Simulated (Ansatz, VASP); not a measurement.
**Zn: VASP beside Ansatz**

Contents of POSCAR:

```
Zn
1.0
    0.0000000000      2.6657071200      2.6657071200
    2.6657071200      0.0000000000      2.6657071200
    2.6657071200      2.6657071200      0.0000000000
Zn
2
Direct
   -0.2825000000     -0.0725000000     -0.0725000000
    0.2825000000      0.0725000000      0.0725000000
```

Contents of INCAR.step1:

```
PREC     = Accurate       # precision mode
ENCUT    = 520            # plane-wave cutoff, eV
ISMEAR   = -1             # smearing method
SIGMA    = 0.05           # smearing width, eV
LREAL    = F              # projectors in reciprocal space
LASPH    = T              # aspherical terms in the spheres
NELM     = 60             # most SCF steps
NBANDS   = 19             # bands
GGA      = PE             # functional
ALGO     = Normal         # electronic algorithm
EDIFF    = 1E-4           # SCF threshold, eV
LWAVE    = T              # write WAVECAR
LCHARG   = F              # write CHGCAR
```

Contents of INCAR.step2:

```
PREC     = Accurate       # precision mode
ENCUT    = 520            # plane-wave cutoff, eV
EDIFF    = 1E-8           # SCF threshold, eV
ISMEAR   = -1             # smearing method
SIGMA    = 0.05           # smearing width, eV
LREAL    = F              # projectors in reciprocal space
LASPH    = T              # aspherical terms in the spheres
NELM     = 60             # most SCF steps
ALGO     = Normal         # electronic algorithm
ISIF     = 2              # what is computed and relaxed
LWAVE    = F              # write WAVECAR
LCHARG   = F              # write CHGCAR
METAGGA  = R2SCAN         # meta-GGA
LMIXTAU  = T            
LEFG     = T            
NBANDS   = 19             # bands
ISTART   = 1
```

Contents of KPOINTS:

```
regular mesh
0
Gamma
  10 10 10
```

Input for Ansatz:

```yaml
crystal:
  lattice:
    - [0.0, 2.66570712, 2.66570712]
    - [2.66570712, 0.0, 2.66570712]
    - [2.66570712, 2.66570712, 0.0]
  atoms:
    - { symbol: Zn, position: [-0.2825, -0.0725, -0.0725] }
    - { symbol: Zn, position: [0.2825, 0.0725, 0.0725] }
kpoints:
  mp_grid: { grid: [10, 10, 10] }
scf:
  occupations: { method: fermi_dirac, width: 0.05 }
hamiltonian:
  xc: r2scan
  pseudopotentials: { kind: paw }
output:
  forces: true
  stress: true
  eigenvalues: true
  efg: { contact_densities: true }
  populations: true
```

Change from the starting cell: shortest bond scaled by 0.58, PAW files.

Alike in both runs: task electric field gradients; functional r2SCAN; k mesh 10 × 10 × 10; occupations fermi-dirac, width 0.05 eV; no spin polarisation.

|  | VASP | Ansatz |
| --- | --- | --- |
| version | VASP 6.6.1 | Ansatz 0.2.0 |
| potentials or method | VASP PAW PBE potentials, release 64 (Zn) | PAW with Ansatz's default frozen-core files, scalar-relativistic |
| plane-wave cutoff (eV) | 520 | 500 |
| valence electrons in the cell | 24 | 24 |

|  | VASP | Ansatz | Ansatz less VASP |
| --- | --- | --- | --- |
| pressure (GPa) | 164.7 | 115.4 | -49.28 |
| traceless stress, the component that is largest in VASP (GPa) | -170.69 | -121.36 | +49.334 |
| rms of the force components (eV/Å) | 52.246 | 37.108 | -15.1378 |
| size of Vzz on the site where it differs most (V/Å²) | 21.7 | 251.0 | +229.25 |

VASP's potentials were made for PBE, not for r2SCAN. Atom by atom the forces differ by 15.138 eV/Å (rms over components). The pressures are high and differ by over a tenth, so treat them with care. One of these differences is far larger than is usual between the two programs; its cause wasn't traced.

Noted on VASP's run: the cell as given lies far from equilibrium.
